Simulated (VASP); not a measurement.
Write the native input for VASP 6.6.1 that does the following.

```yaml
Task: single point
Functional: PBEsol
Potentials_or_basis: VASP PAW PBE potentials, release 64 (Si, Ni)
Cutoff: 520 eV
k_mesh: 8 × 8 × 8
Occupations: gaussian, width 0.1 eV
Spin: no spin polarisation
Dipole_correction: no
Further_INCAR_settings: ALGO = Normal; EDIFF = 1e-06; NBANDS = 38
```

The structure of SiNi lies in POSCAR:

```
SiNi
1.0
    4.4679985817      0.0000000000      0.0000000000
    0.0000000000      4.4679985817      0.0000000000
    0.0000000000      0.0000000000      4.4679985817
Si Ni
4 4
Direct
    0.6535260049      0.1535260049      0.3464739951
    0.1535260049      0.3464739951      0.6535260049
    0.3464739951      0.6535260049      0.1535260049
    0.8464739951      0.8464739951      0.8464739951
    0.3509594440      0.8509594440      0.6490405560
    0.8509594440      0.6490405560      0.3509594440
    0.6490405560      0.3509594440      0.8509594440
    0.1490405560      0.1490405560      0.1490405560
```

These files were run (other wordings do the same):

INCAR

```
SYSTEM = SiNi
PREC = Accurate ; ENCUT = 520
EDIFF = 1E-6 ; ISMEAR = 0
SIGMA = 0.1 ; LREAL = .False.
LASPH = .True. ; NELM = 60
ALGO = Normal ; ISIF = 2
LWAVE = .False. ; LCHARG = .False.
GGA = PS ; NBANDS = 38
```

KPOINTS

```
regular mesh
0
Gamma
  8 8 8
  0 0 0
```

Potentials or basis: VASP PAW PBE potentials, release 64 (Si, Ni).

Run with:

```console
$ cat potpaw_PBE.64/Si/POTCAR potpaw_PBE.64/Ni/POTCAR > POTCAR
$ mpirun -np 1 vasp_std > vasp.out
```

It gave:

The pressure is 0.2 GPa. The band gap on the k mesh is zero (band 28 reaches 13.25 eV, above the bottom of band 29 at 12.02 eV).

Caveat: the PAW data sets were made with another functional, which shifts forces and pressure a little.

It took 3.5 min on 1 thread of Intel Xeon 8259CL, on a shared host, peak memory 0.27 GiB.
